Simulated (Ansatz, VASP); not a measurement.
**BN: VASP beside Ansatz**

Contents of INCAR:

```
  ALGO = Normal
  EDIFF = 1E-6
  ENCUT = 600
  GGA = CA
  GGA_COMPAT = F
  ISIF = 2
  ISMEAR = 0
  LASPH = T
  LCHARG = T
  LELF = T
  LREAL = F
  LVHAR = T
  LWAVE = F
  NBANDS = 11
  NELM = 120
  PREC = Accurate
  SIGMA = 0.05
```

File KPOINTS:

```
k-points
0
Gamma
  12 12 12
```

POSCAR

```
BN
1.0
    0.0000000000      3.4953158300      2.1660912400
    1.2516321000      0.0000000000      2.1660912400
    1.2516321000      3.4953158300      0.0000000000
B N
1 1
Direct
    0.0462147570      0.0462147570      0.9537852430
    0.6666513400      0.6666513400      0.3333486600
```

Input for Ansatz:

```yaml
crystal:
  lattice:
    - [0.0, 3.49531583, 2.16609124]
    - [1.2516321, 0.0, 2.16609124]
    - [1.2516321, 3.49531583, 0.0]
  atoms:
    - { symbol: B, position: [0.046214757, 0.046214757, 0.953785243] }
    - { symbol: "N", position: [0.66665134, 0.66665134, 0.33334866] }
basis:
  ecutwfc: 420
kpoints:
  mp_grid: { grid: [12, 12, 12] }
hamiltonian:
  xc: lda
scf:
  occupations: { method: gaussian, width: 0.05 }
output:
  forces: true
  stress: true
  eigenvalues: true
```

Change from the starting cell: all B atoms moved +0.200 Å, as atom 1 along Cartesian [0 0 1].

Alike in both runs: task single point; functional LDA; k mesh 12 × 12 × 12; occupations gaussian, width 0.05 eV; no spin polarisation.

|  | VASP | Ansatz |
| --- | --- | --- |
| version | VASP 6.6.1 | Ansatz 0.2.0 |
| potentials or method | VASP PAW LDA potentials, release 64 (B, N), cutoff 600 eV | scalar-relativistic, plane waves, PAW |
| valence electrons in the cell | 8 | 8 |

```csv
,VASP,Ansatz,Ansatz less VASP
gap on the k mesh at the Fermi level (eV),3.00,3.01,+0.013
least direct gap on the mesh (eV),3.67,3.68,+0.008
pressure (GPa),7.3,7.3,-0.06
"traceless stress, the component that is largest in VASP (GPa)",22.23,22.06,-0.165
rms of the force components (eV/Å),3.267,3.277,+0.0104
```

LDA's correlation is that of Perdew and Zunger in VASP and of Perdew and Wang (1992) in Ansatz. Atom by atom the forces differ by 0.010 eV/Å (rms over components).
